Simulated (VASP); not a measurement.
The system is NaI.

```xyz
2
Lattice="0.0000 3.1311 3.1311 3.1311 0.0000 3.1311 3.1311 3.1311 0.0000" Properties=species:S:1:pos:R:3 pbc="T T T"
Na    0.0000    0.0000    0.0000
I     3.1311    3.1311    3.1311
```

Base run:

- Program: VASP 6.6.1
- Functional: LDA
- Potentials or basis: VASP PAW LDA potentials, release 64 (Na_pv, I)
- Cutoff: 520 eV
- k mesh: 6 × 6 × 6
- Occupations: gaussian, width 0.01 eV
- Spin: non-collinear spin, zero start, spin-orbit coupling
- Starting moments: [[0.0, 0.0, 0.0], [0.0, 0.0, 0.0]] μB

Its results: pressure 0.1 GPa; net moment 0.00 μB per cell.

Q: The run is repeated on the same cell with these changes: functional from LDA to PBEsol; potentials or basis from VASP PAW LDA potentials, release 64 (Na_pv, I) to VASP PAW PBE potentials, release 64 (Na_pv, I). What comes out?

A: Pressure 1.4 GPa; net moment 0.00 μB per cell.

Caveats: the PAW data sets were made with another functional, which shifts forces and pressure a little (some runs).
